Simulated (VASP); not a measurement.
Write the native input for VASP 6.6.1 that does the following.

```yaml
Task: single point
Functional: PBEsol
Potentials_or_basis: VASP PAW PBE potentials, release 64 (Si, Ge_d)
Cutoff: 520 eV
k_mesh: 12 × 12 × 6
Occupations: gaussian, width 0.03 eV
Spin: no spin polarisation
Dipole_correction: no
Further_INCAR_settings: ALGO = Normal; EDIFF = 1e-06; NBANDS = 26
```

The structure of SiGe lies in POSCAR:

```
SiGe
1.0
    3.9686298291      0.0000000000      0.0000000000
   -1.9843149145      3.4369342502      0.0000000000
    0.0000000000      0.0000000000      6.5557570282
Si Ge
2 2
Direct
    0.6666666667      0.3333333333      0.8745463082
    0.3333333333      0.6666666667      0.3745463082
    0.6666666667      0.3333333333      0.5082128633
    0.3333333333      0.6666666667      0.0082128633
```

These files were run (other wordings do the same):

INCAR

```
SYSTEM = SiGe
PREC = Accurate
ENCUT = 520
EDIFF = 1E-6
ISMEAR = 0
SIGMA = 0.03
LREAL = .FALSE.
LASPH = .TRUE.
NELM = 80
ALGO = Normal
ISIF = 2
LWAVE = .FALSE.
LCHARG = .TRUE.
GGA = PS
LELF = .TRUE.
LVHAR = .TRUE.
NBANDS = 26
```

KPOINTS

```
Automatic mesh
0
G
  12 12 6
  0 0 0
```

Potentials or basis: VASP PAW PBE potentials, release 64 (Si, Ge_d).

Launch:

```console
$ cat potpaw_PBE.64/Si/POTCAR potpaw_PBE.64/Ge_d/POTCAR > POTCAR
$ mpirun -np 1 vasp_std > vasp.out
```

Results of the run:

```yaml
Pressure: -3.7 GPa
Largest_force: 0.614 eV/Å
Band_gap_on_the_k_mesh: 0.19 eV, indirect (least direct gap 0.25 eV)
```

Caveat: the PAW data sets were made with another functional, which shifts forces and pressure a little.

Wall time 100 s on 1 thread of Intel(R) Xeon(R) 6975P-C (Granite Rapids), on a shared host, peak memory 0.28 GiB.
